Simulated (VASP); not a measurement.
# BP (F-43m) in VASP: a series of runs

The runs below take BP through single point, relaxation of cell and atoms, with PBE.

Program: VASP 6.6.1. These are calculated values, not measurements. Logs are shortened: lines on timing, memory, paths and dates and some standing lists are left out, and cuts for length are marked.

**1. The cell of the first run**

It takes space group F-43m (No. 216, cubic). Conventional cell: a = 4.547 Å, b = 4.547 Å, c = 4.547 Å, α = 90.00°, β = 90.00°, γ = 90.00°. Within 2.6 Å of B (site symmetry -43m) lie 4 P at 1.97 Å. P (site symmetry -43m) has 4 B at 1.97 Å within 2.6 Å.

**2. Single point, PBE**

Input file INCAR:

```
  PREC = Accurate
  ENCUT = 520
  EDIFF = 1E-6
  ISMEAR = 0
  SIGMA = 0.1
  LREAL = False
  LASPH = True
  NELM = 60
  ALGO = Normal
  ISIF = 2
  LWAVE = False
  LCHARG = False
  GGA = PE
  NBANDS = 11
```

Input file KPOINTS:

```
regular mesh
0
Gamma
  8 8 8
```

Input file POSCAR:

```
BP
1.0
    0.0000000000      2.2734190005      2.2734190005
    2.2734190005      0.0000000000      2.2734190005
    2.2734190005      2.2734190005      0.0000000000
B P
1 1
Direct
    0.0000000000      0.0000000000      0.0000000000
    0.7500000000      0.7500000000      0.7500000000
```

Potentials or basis: VASP PAW PBE potentials, release 64 (B, P).

The run is started by

```
> cat potpaw_PBE.64/B/POTCAR potpaw_PBE.64/P/POTCAR > POTCAR
> mpirun -np 1 vasp_std > vasp.out
```

OUTCAR:

```text
PREC = Accurate
   ENCUT = 520
   EDIFF = 1E-6
   ISMEAR = 0
   LREAL = False
   LASPH = True
   NELM = 60
   ISIF = 2
   GGA = PE

 ion  position               nearest neighbor table
   1  0.000  0.000  0.000-   2 1.97   2 1.97   2 1.97   2 1.97
   2  0.750  0.750  0.750-   1 1.97   1 1.97   1 1.97   1 1.97

  LATTYP: Found a face centered cubic cell.
 ALAT       =     4.5468380010

  Lattice vectors:

 A1 = (   0.0000000000,   2.2734190005,   2.2734190005)
 A2 = (   2.2734190005,   0.0000000000,   2.2734190005)
 A3 = (   2.2734190005,   2.2734190005,   0.0000000000)

Analysis of symmetry for initial positions (statically):
=====================================================================
 Subroutine PRICEL returns:
 Original cell was already a primitive cell.

 Routine SETGRP: Setting up the symmetry group for a
 face centered cubic supercell.

 Subroutine GETGRP returns: Found 24 space group operations
 (whereof 24 operations were pure point group operations)
 out of a pool of 48 trial point group operations.

The static configuration has the point symmetry T_d .

Analysis of symmetry for dynamics (positions and initial velocities):
=====================================================================
 Subroutine PRICEL returns:
 Original cell was already a primitive cell.

 Routine SETGRP: Setting up the symmetry group for a
 face centered cubic supercell.

 Subroutine GETGRP returns: Found 24 space group operations
 (whereof 24 operations were pure point group operations)
 out of a pool of 48 trial point group operations.

The dynamic configuration has the point symmetry T_d .

 Subroutine INISYM returns: Found 24 space group operations
 (whereof 24 operations are pure point group operations),
 and found     1 'primitive' translations

----------------------------------------------------------------------------------------

                                     Primitive cell

  volume of cell :      23.5000

  direct lattice vectors                    reciprocal lattice vectors
     0.000000000  2.273419001  2.273419001    -0.219933061  0.219933061  0.219933061
     2.273419001  0.000000000  2.273419001     0.219933061 -0.219933061  0.219933061
     2.273419001  2.273419001  0.000000000     0.219933061  0.219933061 -0.219933061

  length of vectors
     3.215099983  3.215099983  3.215099983     0.380935236  0.380935236  0.380935236

  position of ions in fractional coordinates (direct lattice)
     0.000000000  0.000000000  0.000000000
     0.750000000  0.750000000  0.750000000

  ion indices of the primitive-cell ions
   primitive index   ion index
                 1           1
                 2           2

----------------------------------------------------------------------------------------

 KPOINTS: regular mesh

Automatic generation of k-mesh.
 Grid dimensions read from file:
 generate k-points for:    8    8    8

 Generating k-lattice:

  Cartesian coordinates                     Fractional coordinates (reciprocal lattice)
    -0.027491633  0.027491633  0.027491633     0.125000000  0.000000000  0.000000000
     0.027491633 -0.027491633  0.027491633     0.000000000  0.125000000  0.000000000
     0.027491633  0.027491633 -0.027491633     0.000000000  0.000000000  0.125000000

  Length of vectors
     0.047616905  0.047616905  0.047616905

  Shift w.r.t. Gamma in fractional coordinates (k-lattice)
     0.000000000  0.000000000  0.000000000

 Subroutine IBZKPT returns following result:
 ===========================================

 Found     29 irreducible k-points:

 Following reciprocal coordinates:
            Coordinates               Weight
  0.000000  0.000000  0.000000      1.000000
  0.125000  0.000000  0.000000      8.000000
  0.250000  0.000000  0.000000      8.000000
  0.375000  0.000000  0.000000      8.000000
  0.500000  0.000000  0.000000      4.000000
  0.125000  0.125000  0.000000      6.000000
[... 16 lines left out ...]
  0.500000  0.250000  0.125000     48.000000
 -0.375000  0.250000  0.125000     24.000000
 [... further k-points ...]
   k-points           NKPTS =     29   k-points in BZ     NKDIM =     29   number of bands    NBANDS=     11
   number of dos      NEDOS =    301   number of ions     NIONS =      2
   total plane-waves  NPLWV =  13824
   dimension x,y,z NGX =    24 NGY =   24 NGZ =   24
   dimension x,y,z NGXF=    48 NGYF=   48 NGZF=   48
   ions per type =               1   1
   NGX,Y,Z   is equivalent  to a cutoff of  12.41, 12.41, 12.41 a.u.
   NGXF,Y,Z  is equivalent  to a cutoff of  24.82, 24.82, 24.82 a.u.
 SYSTEM =  unknown system
   PREC   = accura    normal or accurate (medium, high low for compatibility)
   ISTART =      0    job   : 0-new  1-cont  2-samecut
   ICHARG =      2    charge: 1-file 2-atom 10-const
   ISPIN  =      1    spin polarized calculation?
   LNONCOLLINEAR =      F non collinear calculations
   LSORBIT =      F    spin-orbit coupling
   LASPH  =      T    aspherical Exc in radial PAW
   ENCUT  =  520.0 eV  38.22 Ry    6.18 a.u.   5.98  5.98  5.98*2*pi/ulx,y,z
   NELM   =     60;   NELMIN=  2; NELMDL= -5     # of ELM steps
   EDIFF  = 0.1E-05   stopping-criterion for ELM
   LREAL  =      F    real-space projection
   EDIFFG = 0.1E-04   stopping-criterion for IOM
   NSW    =      0    number of steps for IOM
   IBRION =     -1    ionic relax: 0-MD 1-quasi-New 2-CG
   NFREE  =      0    steps in history (QN), initial steepest desc. (CG)
   ISIF   =      2    stress and relaxation
   ISYM   =      2    0-nonsym 1-usesym 2-fastsym
   POTIM  = 0.5000    time-step for ionic-motion
   TEBEG  =    0.0;   TEEND  =   0.0 temperature during run
   PSTRESS=    0.0 pullay stress
   NELECT =       8.0000    total number of electrons
   NUPDOWN=      -1.0000    fix difference up-down
   EMIN   =  10.00;   EMAX   =-10.00  energy-range for DOS
   EFERMI =   0.00;   METHOD = LEGACY
   ISMEAR =     0;   SIGMA  =   0.10  broadening in eV -4-tet -1-fermi 0-gaus
   EFERMI_NEDOS =   21; number of points for ismear=-14 and -15
   IALGO  =     38    algorithm
   IMIX   =      4    mixing-type and parameters
     AMIX     =   0.40;   BMIX     =  1.00
     AMIX_MAG =   1.60;   BMIX_MAG =  1.00
  volume/ion in A,a.u.               =      11.75        79.29
  Fermi-wavevector in a.u.,A,eV,Ry     =   1.143094  2.160135 17.778247  1.306664
  Thomas-Fermi vector in A             =   2.279790
   LORBIT       =      0    0 simple, 1 ext, 2 COOP (PROOUT), +10 PAW based schemes
   GGA     = PE    functional components
   LHFCALC =     F    Hartree Fock is set to
   AEXX    =    0.0000 exact exchange contribution
   IVDW    =     0    specifies the selected vdW correction
   LEPSILON=     F    determine dielectric tensor
   LRPA    =     F    only Hartree local field effects (RPA)
 non-spin polarized calculation
 Gauss-broadening in eV      SIGMA  =   0.10
  energy-cutoff  :      520.00
  volume of cell :       23.50
 maximum number of plane-waves:       648
   NGX = 11   NGY = 11   NGZ = 11

 number of electron       8.0000000 magnetization

 Free energy of the ion-electron system (eV)
  ---------------------------------------------------
  ext. energy  EPLUGINS =         0.00000000
  ---------------------------------------------------
  free energy    TOTEN  =       -12.92905224 eV

  energy without entropy =      -12.92905224  energy(sigma->0) =      -12.92905224

 E-fermi :   7.8473     XC(G=0): -10.8817

 val. band max:        7.3647562124   @ k =   0.0000   0.0000   0.0000
 cond. band min:       8.6409828712   @ k =   0.3750   0.3750   0.0000
 fundamental gap:      1.2762266588
 Fermi energy:         7.8473302230

 k-point     1 :       0.0000    0.0000    0.0000
  band No.  band energies     occupation
      1      -8.0439      2.00000
      2       7.3648      2.00000
      3       7.3648      2.00000
      4       7.3648      2.00000
      5      10.7566      0.00000
      6      10.7566      0.00000
      7      10.7566      0.00000
      8      14.6503      0.00000
      9      18.8382      0.00000
     10      19.4764      0.00000
     11      19.4764      0.00000

 k-point     2 :       0.1250    0.0000    0.0000
  band No.  band energies     occupation
      1      -7.7642      2.00000
      2       5.5160      2.00000
      3       6.9387      2.00000
      4       6.9387      2.00000
      5      11.2825      0.00000
      6      11.3457      0.00000
      7      11.3457      0.00000
      8      15.4471      0.00000
      9      18.5740      0.00000
     10      18.5740      0.00000
     11      19.6682      0.00000

 k-point     3 :       0.2500    0.0000    0.0000
  band No.  band energies     occupation
      1      -6.9440      2.00000
      2       2.5361      2.00000
      3       6.2525      2.00000
      4       6.2525      2.00000
      5      11.3383      0.00000
      6      12.1155      0.00000
      7      12.1155      0.00000
      8      16.9201      0.00000
      9      18.3151      0.00000
     10      18.3151      0.00000
     11      20.3620      0.00000

 k-point     4 :       0.3750    0.0000    0.0000
  band No.  band energies     occupation
      1      -5.6902      2.00000
      2      -0.1757      2.00000
      3       5.7771      2.00000
      4       5.7771      2.00000
      5      11.1814      0.00000
      6      12.1778      0.00000
      7      12.1778      0.00000
      8      17.5014      0.00000
      9      19.9620      0.00000
     10      19.9620      0.00000
     11      21.1312      0.00000
[... 239 lines left out ...]
 k-point    22 :       0.3750    0.2500    0.1250
  band No.  band energies     occupation
      1      -6.2244      2.00000
      2       2.4422      2.00000
      3       3.5905      2.00000
      4       5.3954      2.00000
      5      10.8199      0.00000
      6      13.3537      0.00000
      7      13.5554      0.00000
      8      14.8579      0.00000
      9      18.9202      0.00000
     10      21.2170      0.00000
     11      22.9084      0.00000

 k-point    23 :       0.5000    0.2500    0.1250
  band No.  band energies     occupation
      1      -5.0017      2.00000
      2       0.2898      2.00000
      3       2.9372      2.00000
      4       4.6317      2.00000
      5      11.4667      0.00000
      6      12.8193      0.00000
      7      14.6627      0.00000
      8      15.6740      0.00000
      9      19.7423      0.00000
     10      20.7322      0.00000
     11      24.3789      0.00000

 k-point    24 :      -0.3750    0.2500    0.1250
  band No.  band energies     occupation
      1      -4.0878      2.00000
      2      -1.0473      2.00000
      3       2.8561      2.00000
      4       4.2660      2.00000
      5      11.5559      0.00000
      6      12.5432      0.00000
      7      15.6362      0.00000
      8      17.1176      0.00000
      9      17.7936      0.00000
     10      21.7451      0.00000
     11      24.1707      0.00000

 [... further k-points ...]

------------------------ aborting loop because EDIFF is reached ----------------------------------------

  FORCE on cell =-STRESS in cart. coord.  units (eV):
  Direction    XX          YY          ZZ          XY          YZ          ZX
  --------------------------------------------------------------------------------------
  -------------------------------------------------------------------------------------
  Total       -0.0062828     -0.0062828     -0.0062828     -0.0000000      0.0000000     -0.0000000
  in kB       -0.4283457     -0.4283457     -0.4283457     -0.0000000      0.0000000     -0.0000000
  external PRESSURE =      -0.4283457 kB  Pullay stress =       0.0000000 kB

 VOLUME and BASIS-vectors are now :
 -----------------------------------------------------------------------------
  energy-cutoff  :      520.00
  volume of cell :       23.50
      direct lattice vectors                 reciprocal lattice vectors
     0.000000000  2.273419001  2.273419001    -0.219933061  0.219933061  0.219933061
     2.273419001  0.000000000  2.273419001     0.219933061 -0.219933061  0.219933061
     2.273419001  2.273419001  0.000000000     0.219933061  0.219933061 -0.219933061

 POSITION                                       TOTAL-FORCE (eV/Angst)
 -----------------------------------------------------------------------------------
      0.00000      0.00000      0.00000        -0.000000      0.000000      0.000000
      3.41013      3.41013      3.41013         0.000000     -0.000000     -0.000000
 -----------------------------------------------------------------------------------
    total drift:                               -0.000000     -0.000000     -0.000000

  FREE ENERGIE OF THE ION-ELECTRON SYSTEM (eV)
  ---------------------------------------------------
  free  energy   TOTEN  =       -12.9290522424 eV

  energy  without entropy=      -12.9290522424  energy(sigma->0) =      -12.92905224
```

Run time: 5.2 s. Hardware: 1 thread of Intel Xeon 6975P-C (Granite Rapids), shared host; peak memory 0.13 GiB.

What came out:

```yaml
Free_energy: -12.9291 eV
Pressure: 0.0 GPa
Band_gap_on_the_k_mesh: 1.28 eV, indirect (least direct gap 3.39 eV)
```

A k mesh can miss the band edges. As with any semilocal functional, this PBE gap is likely too small.

**3. Single point, PBE**

Input file INCAR:

```
PREC = Accurate ; ENCUT = 520
EDIFF = 1E-6 ; ISMEAR = 0
SIGMA = 0.02 ; LREAL = False
LASPH = True ; NELM = 80
ALGO = Normal ; ISIF = 2
LWAVE = False ; LCHARG = False
GGA = PE ; NBANDS = 11
```

Input file KPOINTS:

```
regular mesh
0
Gamma
  10 10 10
```

Input file POSCAR:

```
BP
1.0
    0.0000000000      2.2738628169      2.2738628169
    2.2738628169      0.0000000000      2.2738628169
    2.2738628169      2.2738628169      0.0000000000
B P
1 1
Direct
    0.0000000000      0.0000000000      0.0000000000
    0.7500000000      0.7500000000      0.7500000000
```

Potentials or basis: VASP PAW PBE potentials, release 64 (B, P).

The run is started by

```
> cat potpaw_PBE.64/B/POTCAR potpaw_PBE.64/P/POTCAR > POTCAR
> mpirun -np 1 vasp_std > vasp.out
```

OUTCAR:

```text
PREC = Accurate
   ENCUT = 520
   EDIFF = 1E-6
   ISMEAR = 0
   LREAL = False
   LASPH = True
   NELM = 80
   ISIF = 2
   GGA = PE

 ion  position               nearest neighbor table
   1  0.000  0.000  0.000-   2 1.97   2 1.97   2 1.97   2 1.97
   2  0.750  0.750  0.750-   1 1.97   1 1.97   1 1.97   1 1.97

  LATTYP: Found a face centered cubic cell.
 ALAT       =     4.5477256338

  Lattice vectors:

 A1 = (   0.0000000000,   2.2738628169,   2.2738628169)
 A2 = (   2.2738628169,   0.0000000000,   2.2738628169)
 A3 = (   2.2738628169,   2.2738628169,   0.0000000000)

Analysis of symmetry for initial positions (statically):
=====================================================================
 Subroutine PRICEL returns:
 Original cell was already a primitive cell.

 Routine SETGRP: Setting up the symmetry group for a
 face centered cubic supercell.

 Subroutine GETGRP returns: Found 24 space group operations
 (whereof 24 operations were pure point group operations)
 out of a pool of 48 trial point group operations.

The static configuration has the point symmetry T_d .

Analysis of symmetry for dynamics (positions and initial velocities):
[... 163 lines left out ...]
 fundamental gap:      1.2480283859
 Fermi energy:         7.4810308799

 k-point     1 :       0.0000    0.0000    0.0000
  band No.  band energies     occupation
      1      -8.0462      2.00000
      2       7.3570      2.00000
      3       7.3570      2.00000
      4       7.3570      2.00000
      5      10.7483      0.00000
      6      10.7483      0.00000
      7      10.7483      0.00000
      8      14.6336      0.00000
      9      18.8267      0.00000
     10      19.4675      0.00000
     11      19.4675      0.00000
[... 309 lines left out ...]
 k-point    24 :       0.4000    0.3000    0.0000
  band No.  band energies     occupation
      1      -5.1236      2.00000
      2       1.2108      2.00000
      3       3.3325      2.00000
      4       3.8618      2.00000
      5       9.1736      0.00000
      6      10.9820      0.00000
      7      16.7892      0.00000
      8      16.8041      0.00000
      9      21.2828      0.00000
     10      22.5825      0.00000
     11      24.3239      0.00000

 [... further k-points ...]
[... 5 lines left out ...]
  --------------------------------------------------------------------------------------
  -------------------------------------------------------------------------------------
  Total       -0.0224030     -0.0224030     -0.0224030      0.0000000      0.0000000      0.0000000
  in kB       -1.5264893     -1.5264893     -1.5264893      0.0000000      0.0000000      0.0000000
  external PRESSURE =      -1.5264893 kB  Pullay stress =       0.0000000 kB

 VOLUME and BASIS-vectors are now :
 -----------------------------------------------------------------------------
  energy-cutoff  :      520.00
  volume of cell :       23.51
      direct lattice vectors                 reciprocal lattice vectors
     0.000000000  2.273862817  2.273862817    -0.219890134  0.219890134  0.219890134
     2.273862817  0.000000000  2.273862817     0.219890134 -0.219890134  0.219890134
     2.273862817  2.273862817  0.000000000     0.219890134  0.219890134 -0.219890134

 POSITION                                       TOTAL-FORCE (eV/Angst)
 -----------------------------------------------------------------------------------
      0.00000      0.00000      0.00000         0.000000      0.000000      0.000000
      3.41079      3.41079      3.41079        -0.000000     -0.000000     -0.000000
 -----------------------------------------------------------------------------------
    total drift:                               -0.000000     -0.000000     -0.000000

  FREE ENERGIE OF THE ION-ELECTRON SYSTEM (eV)
  ---------------------------------------------------
  free  energy   TOTEN  =       -12.9309082391 eV

  energy  without entropy=      -12.9309082391  energy(sigma->0) =      -12.93090824
```

OSZICAR:

```text
N       E                     dE             d eps       ncg     rms          rms(c)
DAV:   1     0.101089409934E+02    0.10109E+02   -0.38898E+03  1034   0.654E+02
DAV:   2    -0.129782344338E+02   -0.23087E+02   -0.22148E+02  1368   0.111E+02
DAV:   3    -0.136221895179E+02   -0.64396E+00   -0.64237E+00  1283   0.165E+01
DAV:   4    -0.136248293771E+02   -0.26399E-02   -0.26394E-02  1182   0.123E+00
DAV:   5    -0.136248436732E+02   -0.14296E-04   -0.14296E-04  1304   0.898E-02    0.714E+00
DAV:   6    -0.130269866695E+02    0.59786E+00   -0.13725E+00  1163   0.505E+00    0.385E+00
DAV:   7    -0.129381185848E+02    0.88868E-01   -0.22674E-01  1274   0.237E+00    0.132E+00
DAV:   8    -0.129303739726E+02    0.77446E-02   -0.26353E-02  1221   0.926E-01    0.191E-01
DAV:   9    -0.129306995174E+02   -0.32554E-03   -0.71578E-04  1210   0.180E-01    0.121E-01
DAV:  10    -0.129308967060E+02   -0.19719E-03   -0.24790E-04  1151   0.989E-02    0.280E-02
DAV:  11    -0.129309073564E+02   -0.10650E-04   -0.11378E-05  1320   0.223E-02    0.328E-02
DAV:  12    -0.129309083587E+02   -0.10023E-05   -0.45454E-06  1154   0.105E-02    0.136E-02
DAV:  13    -0.129309082391E+02    0.11961E-06   -0.12084E-07   577   0.229E-03
   1 F= -.12930908E+02 E0= -.12930908E+02  d E =-.660772E-21
```

Run time: 7.8 s. Hardware: 1 thread of Intel Xeon 6975P-C (Granite Rapids), shared host; peak memory 0.13 GiB.

Results:

```
Free energy            : -12.9309 eV
Pressure               : -0.2 GPa
Band gap on the k mesh : 1.25 eV, indirect (least direct gap 3.39 eV)
```

(Part 1 of 2 ends here.)
